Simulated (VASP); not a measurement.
# Na4Li7S2Cl7 in VASP: a series of runs, part 2 of 2

VASP 6.6.1.

### Step 4. Single point, PBE+D3(BJ)

INCAR

```
PREC     = Accurate       # precision mode
ENCUT    = 520            # plane-wave cutoff, eV
EDIFF    = 1E-6           # SCF threshold, eV
ISMEAR   = -1             # smearing method
SIGMA    = 0.1551         # smearing width, eV
LREAL    = Auto         
LASPH    = True           # aspherical terms in the spheres
NELM     = 80             # most SCF steps
ALGO     = Normal         # electronic algorithm
ISIF     = 2              # what is computed and relaxed
LWAVE    = False          # write WAVECAR
LCHARG   = False          # write CHGCAR
GGA      = PE             # functional
IVDW     = 12             # dispersion correction
NBANDS   = 71             # bands
ISYM     = 0
```

KPOINTS

```
Automatic mesh
0
Gamma
  1 1 1
  0.25 0.25 0.25
```

POSCAR

```
Na4Li7S2Cl7
1.0
    7.4728680000      0.0415700000     -0.1084870000
    0.0415700000      7.3694800000     -0.0643420000
   -0.1084870000     -0.0643420000      7.5562280000
Na S Li Cl
4 2 7 7
Direct
    0.6451828641      0.5821636905      0.5417600593
    1.0681995727      0.9360873852      0.7862099319
    0.5282224824      0.8063738582      0.9782448305
    0.9267742882      0.0136033501      0.0722797445
    0.5155126285      0.6001897463      0.2279878039
    0.0871839387      0.3097421126      0.2245895374
    0.9129113840      0.1802887010      0.4140484052
    0.1832118465      0.6606510067      0.2455705030
    0.2669290088      0.2398069505      0.5175276588
    0.8435843559      0.4472726520      0.0806885860
    0.4180912447      0.2222201992      0.1587045225
    0.3044537198      0.4426645045      0.0126100205
    1.4240465774      1.0437951068      0.6875723451
    0.8867622109      0.7194175103     -0.0612872013
    0.6006199906      0.2017355682      0.9405832554
    0.0022631301      0.2637926128      0.7327323189
    0.5882748187      0.1468991104      0.4734176831
    0.2504942221      0.9564281973      1.0654085438
    0.2933968470      0.5882709287      0.6804163760
    0.1836654911      0.9114774829      0.4993325509
```

Potentials or basis: VASP PAW PBE potentials, release 64 (Na_pv, S, Li_sv, Cl).

The run is started by

```console
$ cat potpaw_PBE.64/Na_pv/POTCAR potpaw_PBE.64/S/POTCAR potpaw_PBE.64/Li_sv/POTCAR potpaw_PBE.64/Cl/POTCAR > POTCAR
$ mpirun -np 1 vasp_std > vasp.out
```

OUTCAR:

```text
PREC = Accurate
   ENCUT = 520
   EDIFF = 1E-6
   ISMEAR = -1
   LREAL = Auto
   LASPH = True
   NELM = 80
   ISIF = 2
   GGA = PE
   IVDW = 12
   ISYM = 0
 IVDW          = 12

 ion  position               nearest neighbor table
   1  0.645  0.582  0.542-   5 2.54
   2  0.068  0.936  0.786-  20 2.36  14 2.43  18 2.48   4 2.49  16 2.50
   3  0.528  0.806  0.978-  18 2.44   5 2.45
   4  0.927  0.014  0.072-  14 2.39  18 2.45   2 2.49   6 2.72
[... 261 lines left out ...]
  -------------------------------------------------------------------------------------
  Total      -1.21929     6.28564     7.34262    -4.18165    -3.89376    -4.80441
  in kB      -4.69594    24.20845    28.27928   -16.10516   -14.99638   -18.50366
  external pressure =       15.93 kB  Pullay stress =        0.00 kB

 VOLUME and BASIS-vectors are now :
 -----------------------------------------------------------------------------
  energy-cutoff  :      520.00
  volume of cell :      416.00
      direct lattice vectors                 reciprocal lattice vectors
     7.472868000  0.041570000 -0.108487000     0.133849345 -0.000738298  0.001915428
     0.041570000  7.369480000 -0.064342000    -0.000738298  0.135708946  0.001144975
    -0.108487000 -0.064342000  7.556228000     0.001915428  0.001144975  0.132378413

 POSITION                                       TOTAL-FORCE (eV/Angst)
 -----------------------------------------------------------------------------------
      4.78679      4.28221      3.98621        -0.159739     -0.294937      0.259236
      0.46327      6.85073      5.87315        -0.045039     -0.431720     -0.436546
      3.87473      5.90157      7.28265         0.571442     -0.166712     -0.412142
      6.91839      0.13413      0.44474        -0.756614      1.255235      0.728172
      3.85257      4.42985      1.62818        -0.306913     -1.337973     -0.199398
      0.64003      2.27181      1.66766         0.399853      1.329366      0.032863
[... 12 lines left out ...]
      2.14315      4.30367      5.07170         1.124729     -0.940202      1.150232
      1.35623      6.69262      3.69450         0.025025      1.108964     -1.331608
 -----------------------------------------------------------------------------------
    total drift:                               -0.002953     -0.000115      0.003066

  FREE ENERGIE OF THE ION-ELECTRON SYSTEM (eV)
  ---------------------------------------------------
  free  energy   TOTEN  =       -69.1635149378 eV

  energy  without entropy=      -69.1629251960  energy(sigma->0) =      -69.16322007
```

OSZICAR:

```text
N       E                     dE             d eps       ncg     rms          rms(c)
DAV:   1     0.112247238993E+04    0.11225E+04   -0.48640E+04   142   0.158E+03
DAV:   2     0.119179413748E+03   -0.10033E+04   -0.94757E+03   158   0.409E+02
DAV:   3    -0.521247003092E+02   -0.17130E+03   -0.16914E+03   204   0.164E+02
DAV:   4    -0.659181937788E+02   -0.13793E+02   -0.13667E+02   204   0.469E+01
DAV:   5    -0.692870295070E+02   -0.33688E+01   -0.33604E+01   276   0.146E+01    0.962E+00
DAV:   6    -0.657085386987E+02    0.35785E+01   -0.66786E+00   180   0.941E+00    0.684E+00
DAV:   7    -0.650941494375E+02    0.61439E+00   -0.30690E+00   196   0.547E+00    0.454E+00
DAV:   8    -0.650672676982E+02    0.26882E-01   -0.46419E-01   196   0.259E+00    0.108E+00
DAV:   9    -0.650599510511E+02    0.73166E-02   -0.11252E-01   228   0.113E+00    0.705E-01
DAV:  10    -0.650647690877E+02   -0.48180E-02   -0.12440E-02   180   0.407E-01    0.354E-01
DAV:  11    -0.650678789963E+02   -0.31099E-02   -0.90065E-03   172   0.347E-01    0.151E-01
DAV:  12    -0.650681283835E+02   -0.24939E-03   -0.17605E-03   220   0.150E-01    0.889E-02
DAV:  13    -0.650684541727E+02   -0.32579E-03   -0.64220E-04   156   0.877E-02    0.286E-02
DAV:  14    -0.650685067093E+02   -0.52537E-04   -0.75773E-05   180   0.332E-02    0.219E-02
DAV:  15    -0.650685358716E+02   -0.29162E-04   -0.51828E-05   148   0.240E-02    0.105E-02
DAV:  16    -0.650685395737E+02   -0.37021E-05   -0.79652E-06   164   0.117E-02    0.639E-03
DAV:  17    -0.650685403458E+02   -0.77210E-06   -0.30291E-06   140   0.613E-03
   1 F= -.69163515E+02 E0= -.69163220E+02  d E =-.589742E-03
```

Wall time 51 s (1 thread of Intel Xeon Platinum 8488C (Sapphire Rapids), shared host); peak memory 0.46 GiB.

Results:

| Quantity | Value |
| --- | --- |
| Free energy | -69.1635 eV |
| Largest force | 1.863 eV/Å |
| Band gap on the k mesh | 2.99 eV |
| Dispersion energy per atom | -0.205 eV |

Forces on the atoms (eV/Å):
```
Na  -0.160 -0.295  0.259
Na  -0.045 -0.432 -0.437
Na   0.571 -0.167 -0.412
Na  -0.757  1.255  0.728
S   -0.307 -1.338 -0.199
S    0.400  1.329  0.033
Li  -0.187  0.045  1.086
Li   0.567  0.037  0.595
Li  -0.749  0.992 -0.708
Li  -0.547  0.077 -0.018
Li   0.002 -0.428  1.351
Li  -0.186  0.670 -0.851
Li   0.347 -0.417  0.359
Cl  -0.793 -1.144 -0.311
Cl   0.093 -0.347 -0.504
Cl  -0.023  0.165 -0.277
Cl   0.042  0.102 -0.383
Cl   0.583 -0.271 -0.129
Cl   1.125 -0.940  1.150
Cl   0.025  1.109 -1.332
```

Caveat: the k points lie up to 0.85 Å⁻¹ apart; the cutoff is under 1.25 times the usual one of these potentials, so pressure, stress and relaxed cells hold a basis-set (Pulay) error.
